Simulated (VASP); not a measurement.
# Si (a cell with a defect) in VASP: relaxation of the atoms with PBE

Aim: the relaxation of the atoms of Si (a cell with a defect) with PBE.

Program: VASP 6.6.1. These are calculated values, not measurements. Logs are shortened: lines on timing, memory, paths and dates and some standing lists are left out, and cuts for length are marked.

### 1 The cell of the first run

The cell holds a defect, 17 atoms: a = 7.679 Å, b = 7.679 Å, c = 7.679 Å, α = 60.00°, β = 60.00°, γ = 60.00°.

### 2 Relaxation of the atoms, PBE

Contents of INCAR:

```
SYSTEM = Si
  PREC = Accurate
  ENCUT = 520
  EDIFF = 1E-7
  ISMEAR = -1
  SIGMA = 0.05
  LREAL = Auto
  LASPH = .TRUE.
  NELM = 100
  ALGO = Normal
  ISIF = 2
  LWAVE = .FALSE.
  LCHARG = .FALSE.
  GGA = PE
  IBRION = 2
  NSW = 45
  EDIFFG = -0.08
```

Contents of KPOINTS:

```
regular mesh
0
G
  2 2 2
  0 0 0
```

Contents of POSCAR:

```
Si
1.0
    0.0000000000      5.4300000000      5.4300000000
    5.4300000000      0.0000000000      5.4300000000
    5.4300000000      5.4300000000      0.0000000000
Si
17
Direct
    0.0000000000      0.0000000000      0.0000000000
    0.1250000000      0.1250000000      0.1250000000
    0.0000000000      0.0000000000      0.5000000000
    0.1250000000      0.1250000000      0.6250000000
    0.0000000000      0.5000000000      0.0000000000
    0.1250000000      0.6250000000      0.1250000000
    0.0000000000      0.5000000000      0.5000000000
    0.1250000000      0.6250000000      0.6250000000
    0.5000000000      0.0000000000      0.0000000000
    0.6250000000      0.1250000000      0.1250000000
    0.5000000000      0.0000000000      0.5000000000
    0.6250000000      0.1250000000      0.6250000000
    0.5000000000      0.5000000000      0.0000000000
    0.6250000000      0.6250000000      0.1250000000
    0.5000000000      0.5000000000      0.5000000000
    0.6250000000      0.6250000000      0.6250000000
    0.3666950000      0.3752570000      0.8723220000
```

Potentials or basis: VASP PAW PBE potentials, release 64 (Si).

Launch:

```console
> cat potpaw_PBE.64/Si/POTCAR > POTCAR
> mpirun -np 1 vasp_std > vasp.out
```

OUTCAR:

```text
SYSTEM = Si
   PREC = Accurate
   ENCUT = 520
   EDIFF = 1E-7
   ISMEAR = -1
   LREAL = Auto
   LASPH = .TRUE.
   NELM = 100
   ISIF = 2
   GGA = PE
   IBRION = 2
   NSW = 45
   EDIFFG = -0.08

 ion  position               nearest neighbor table
   1  0.000  0.000  0.000-   2 2.35   4 2.35   6 2.35  10 2.35
   2  0.125  0.125  0.125-   1 2.35   3 2.35   5 2.35   9 2.35  17 2.67
   3  0.000  0.000  0.500-   2 2.35   4 2.35   8 2.35  12 2.35
   4  0.125  0.125  0.625-   1 2.35   3 2.35   7 2.35  11 2.35
   5  0.000  0.500  0.000-  17 2.30   6 2.35   8 2.35  14 2.35   2 2.35
   6  0.125  0.625  0.125-   1 2.35   5 2.35   7 2.35  13 2.35  17 2.73
   7  0.000  0.500  0.500-   4 2.35   6 2.35   8 2.35  16 2.35
   8  0.125  0.625  0.625-   3 2.35   5 2.35   7 2.35  15 2.35  17 2.66
   9  0.500  0.000  0.000-   2 2.35  10 2.35  12 2.35  14 2.35  17 2.35
  10  0.625  0.125  0.125-   1 2.35   9 2.35  11 2.35  13 2.35  17 2.78
  11  0.500  0.000  0.500-   4 2.35  10 2.35  12 2.35  16 2.35
  12  0.625  0.125  0.625-   3 2.35   9 2.35  11 2.35  15 2.35  17 2.70
  13  0.500  0.500  0.000-   6 2.35  10 2.35  14 2.35  16 2.35  17 2.42
  14  0.625  0.625  0.125-   5 2.35   9 2.35  13 2.35  15 2.35
  15  0.500  0.500  0.500-  17 2.34  12 2.35  14 2.35  16 2.35   8 2.35
  16  0.625  0.625  0.625-   7 2.35  11 2.35  13 2.35  15 2.35  17 2.76
  17  0.367  0.375  0.872-   5 2.30  15 2.34   9 2.35  13 2.42   8 2.66   2 2.67  12 2.70   6 2.73
                            16 2.76  10 2.78

  LATTYP: Found a face centered cubic cell.
 ALAT       =    10.8600000000

  Lattice vectors:

 A1 = (   0.0000000000,   5.4300000000,   5.4300000000)
 A2 = (   5.4300000000,   0.0000000000,   5.4300000000)
 A3 = (   5.4300000000,   5.4300000000,   0.0000000000)

Analysis of symmetry for initial positions (statically):
=====================================================================
 Subroutine PRICEL returns:
 Original cell was already a primitive cell.

 Routine SETGRP: Setting up the symmetry group for a
 face centered cubic supercell.

 Subroutine GETGRP returns: Found  1 space group operations
 (whereof  1 operations were pure point group operations)
 out of a pool of 48 trial point group operations.

The static configuration has the point symmetry C_1 .

Analysis of symmetry for dynamics (positions and initial velocities):
=====================================================================
 Subroutine PRICEL returns:
 Original cell was already a primitive cell.

 Routine SETGRP: Setting up the symmetry group for a
 face centered cubic supercell.

 Subroutine GETGRP returns: Found  1 space group operations
 (whereof  1 operations were pure point group operations)
 out of a pool of 48 trial point group operations.

The dynamic configuration has the point symmetry C_1 .

 Subroutine INISYM returns: Found  1 space group operations
 (whereof  1 operations are pure point group operations),
 and found     1 'primitive' translations

----------------------------------------------------------------------------------------

                                     Primitive cell

  volume of cell :     320.2060

  direct lattice vectors                    reciprocal lattice vectors
     0.000000000  5.430000000  5.430000000    -0.092081031  0.092081031  0.092081031
     5.430000000  0.000000000  5.430000000     0.092081031 -0.092081031  0.092081031
     5.430000000  5.430000000  0.000000000     0.092081031  0.092081031 -0.092081031

  length of vectors
     7.679179644  7.679179644  7.679179644     0.159489025  0.159489025  0.159489025

  position of ions in fractional coordinates (direct lattice)
     0.000000000  0.000000000  0.000000000
     0.125000000  0.125000000  0.125000000
     0.000000000  0.000000000  0.500000000
     0.125000000  0.125000000  0.625000000
     0.000000000  0.500000000  0.000000000
     0.125000000  0.625000000  0.125000000
[... 9 lines left out ...]
     0.625000000  0.625000000  0.625000000
     0.366695000  0.375257000  0.872322000

  ion indices of the primitive-cell ions
   primitive index   ion index
                 1           1
                 2           2
                 3           3
                 4           4
                 5           5
                 6           6
[... 9 lines left out ...]
                16          16
                17          17

----------------------------------------------------------------------------------------

 KPOINTS: regular mesh

Automatic generation of k-mesh.
 Grid dimensions read from file:
 generate k-points for:    2    2    2

 Generating k-lattice:

  Cartesian coordinates                     Fractional coordinates (reciprocal lattice)
    -0.046040516  0.046040516  0.046040516     0.500000000  0.000000000  0.000000000
     0.046040516 -0.046040516  0.046040516     0.000000000  0.500000000  0.000000000
     0.046040516  0.046040516 -0.046040516     0.000000000  0.000000000  0.500000000

  Length of vectors
     0.079744512  0.079744512  0.079744512

  Shift w.r.t. Gamma in fractional coordinates (k-lattice)
     0.000000000  0.000000000  0.000000000

 Subroutine IBZKPT returns following result:
 ===========================================

 Found      8 irreducible k-points:

 Following reciprocal coordinates:
            Coordinates               Weight
  0.000000  0.000000  0.000000      1.000000
  0.500000  0.000000  0.000000      1.000000
  0.000000  0.500000  0.000000      1.000000
  0.000000  0.000000  0.500000      1.000000
  0.500000  0.500000  0.500000      1.000000
  0.500000  0.500000  0.000000      1.000000
  0.000000  0.500000  0.500000      1.000000
  0.500000  0.000000  0.500000      1.000000
   k-points           NKPTS =      8   k-points in BZ     NKDIM =      8   number of bands    NBANDS=     43
   number of dos      NEDOS =    301   number of ions     NIONS =     17
   total plane-waves  NPLWV = 216000
   dimension x,y,z NGX =    60 NGY =   60 NGZ =   60
   dimension x,y,z NGXF=   120 NGYF=  120 NGZF=  120
   ions per type =              17
   NGX,Y,Z   is equivalent  to a cutoff of  12.99, 12.99, 12.99 a.u.
   NGXF,Y,Z  is equivalent  to a cutoff of  25.98, 25.98, 25.98 a.u.
 SYSTEM =  Si
   PREC   = accura    normal or accurate (medium, high low for compatibility)
   ISTART =      0    job   : 0-new  1-cont  2-samecut
   ICHARG =      2    charge: 1-file 2-atom 10-const
   ISPIN  =      1    spin polarized calculation?
   LNONCOLLINEAR =      F non collinear calculations
   LSORBIT =      F    spin-orbit coupling
   LASPH  =      T    aspherical Exc in radial PAW
   ENCUT  =  520.0 eV  38.22 Ry    6.18 a.u.  14.28 14.28 14.28*2*pi/ulx,y,z
   NELM   =    100;   NELMIN=  2; NELMDL= -5     # of ELM steps
   EDIFF  = 0.1E-06   stopping-criterion for ELM
   LREAL  =      T    real-space projection
   EDIFFG = -.8E-01   stopping-criterion for IOM
   NSW    =     45    number of steps for IOM
   IBRION =      2    ionic relax: 0-MD 1-quasi-New 2-CG
   NFREE  =      1    steps in history (QN), initial steepest desc. (CG)
   ISIF   =      2    stress and relaxation
   ISYM   =      2    0-nonsym 1-usesym 2-fastsym
   POTIM  = 0.5000    time-step for ionic-motion
   TEBEG  =    0.0;   TEEND  =   0.0 temperature during run
   PSTRESS=    0.0 pullay stress
   NELECT =      68.0000    total number of electrons
   NUPDOWN=      -1.0000    fix difference up-down
   EMIN   =  10.00;   EMAX   =-10.00  energy-range for DOS
   EFERMI =   0.00;   METHOD = LEGACY
   ISMEAR =    -1;   SIGMA  =   0.05  broadening in eV -4-tet -1-fermi 0-gaus
   EFERMI_NEDOS =   21; number of points for ismear=-14 and -15
   IALGO  =     38    algorithm
   IMIX   =      4    mixing-type and parameters
     AMIX     =   0.40;   BMIX     =  1.00
     AMIX_MAG =   1.60;   BMIX_MAG =  1.00
  volume/ion in A,a.u.               =      18.84       127.11
  Fermi-wavevector in a.u.,A,eV,Ry     =   0.976715  1.845724 12.979587  0.953973
  Thomas-Fermi vector in A             =   2.107356
   LORBIT       =      0    0 simple, 1 ext, 2 COOP (PROOUT), +10 PAW based schemes
   GGA     = PE    functional components
   LHFCALC =     F    Hartree Fock is set to
   AEXX    =    0.0000 exact exchange contribution
   IVDW    =     0    specifies the selected vdW correction
   LEPSILON=     F    determine dielectric tensor
   LRPA    =     F    only Hartree local field effects (RPA)
 conjugate gradient relaxation of ions
 non-spin polarized calculation
  energy-cutoff  :      520.00
  volume of cell :      320.21
 maximum number of plane-waves:      8646
 NGX is ok and might be reduce to    60
   NGX = 29   NGY = 29   NGZ = 29

--------------------------------------- Ionic step        1  -------------------------------------------

 number of electron      68.0000004 magnetization

 Free energy of the ion-electron system (eV)
  ---------------------------------------------------
  ext. energy  EPLUGINS =         0.00000000
  ---------------------------------------------------
  free energy    TOTEN  =       -87.86762238 eV

  energy without entropy =      -87.83456179  energy(sigma->0) =      -87.85109209

------------------------ aborting loop because EDIFF is reached ----------------------------------------

  FORCE on cell =-STRESS in cart. coord.  units (eV):
  Direction    XX          YY          ZZ          XY          YZ          ZX
  --------------------------------------------------------------------------------------
  -------------------------------------------------------------------------------------
  Total       11.6927531     11.6924779     11.6926906     -0.5505250     -0.1266726     -0.7571274
  in kB       58.5056594     58.5042823     58.5053463     -2.7545974     -0.6338169     -3.7883497
  external PRESSURE =      58.5050960 kB  Pullay stress =       0.0000000 kB
[... 240 lines left out ...]
  energy  without entropy=      -87.9772552903  energy(sigma->0) =      -87.99438392

--------------------------------------- Ionic step        6  -------------------------------------------

 number of electron      68.0000000 magnetization

 Free energy of the ion-electron system (eV)
  ---------------------------------------------------
  ext. energy  EPLUGINS =         0.00000000
  ---------------------------------------------------
  free energy    TOTEN  =       -88.01263278 eV

  energy without entropy =      -87.97848291  energy(sigma->0) =      -87.99555785

 E-fermi :   6.8801     XC(G=0):  -9.6752

 val. band max:        6.6818663067   @ k =   0.0000   0.0000   0.0000
 cond. band min:       6.9253977351   @ k =   0.0000   0.5000   0.5000
 fundamental gap:      0.2435314284
 Fermi energy:         6.8800803326

 k-point     1 :       0.0000    0.0000    0.0000
  band No.  band energies     occupation
      1      -6.3190      2.00000
      2      -3.7761      2.00000
      3      -3.6295      2.00000
      4      -3.6273      2.00000
      5      -3.6233      2.00000
      6      -2.8156      2.00000
[... 401 lines left out ...]
  FREE ENERGIE OF THE ION-ELECTRON SYSTEM (eV)
  ---------------------------------------------------
  free  energy   TOTEN  =       -88.0126327839 eV

  energy  without entropy=      -87.9784829111  energy(sigma->0) =      -87.99555785

 reached required accuracy - stopping structural energy minimisation
```

It took 8.9 min on 1 thread of Intel Xeon Platinum 8488C (Sapphire Rapids), shared host; peak memory 0.53 GiB.

Results:

```yaml
Free_energy: -88.0126 eV
Energy_gained_by_relaxing: 8.5 meV/atom
Ionic_steps: 6
Pressure_after_relaxing: 5.3 GPa
Largest_force_after_relaxing: 0.054 eV/Å
Band_gap_on_the_k_mesh: zero (bands 34 and 35 overlap by 0.25 eV)
```

Forces in eV/Å, atoms in the order of the input:
```
Si   0.003  0.007  0.008
Si   0.006 -0.005  0.004
Si  -0.009 -0.001 -0.004
Si  -0.001  0.000  0.000
Si  -0.006 -0.012 -0.009
Si   0.001 -0.015 -0.015
Si   0.005  0.009  0.008
Si   0.004  0.005 -0.003
Si   0.000 -0.019 -0.006
Si  -0.009  0.001 -0.008
Si   0.007  0.004  0.002
Si   0.005 -0.001  0.003
Si  -0.007 -0.014 -0.011
Si   0.000  0.019  0.013
Si   0.001 -0.010 -0.016
Si  -0.011 -0.010  0.001
Si   0.011  0.042  0.032
```

Step by step:
```tsv
step	energy change (eV)	largest force (eV/Å)	pressure (GPa)
1	0.0000	1.2273	5.85
2	-0.1385	0.2029	5.34
3	-0.1392	0.2166	5.31
4	-0.1438	0.1042	5.30
5	-0.1439	0.1081	5.30
6	-0.1450	0.0541	5.32
```

Final structure:
```
CELL_PARAMETERS angstrom
0.00000 5.43000 5.43000
5.43000 0.00000 5.43000
5.43000 5.43000 0.00000
ATOMIC_POSITIONS crystal
Si 0.00027 0.00045 0.99851
Si 0.12176 0.12199 0.12809
Si 0.00047 0.00069 0.50061
Si 0.12509 0.12501 0.62504
Si 0.99148 0.50292 0.00300
Si 0.12185 0.62798 0.12796
Si 0.00030 0.49846 0.50042
Si 0.12175 0.62814 0.62191
Si 0.50238 0.99337 0.00229
Si 0.62785 0.12205 0.12789
Si 0.49860 0.00039 0.50033
Si 0.62800 0.12197 0.62190
Si 0.50145 0.50136 0.00140
Si 0.62292 0.62508 0.12435
Si 0.50264 0.50247 0.49271
Si 0.62788 0.62794 0.62198
Si 0.37201 0.37499 0.87394
```

Caveat: the k points lie up to 0.50 Å⁻¹ apart; the relaxation stopped at a loose force limit of 0.08 eV/Å, so its end isn't a converged minimum.
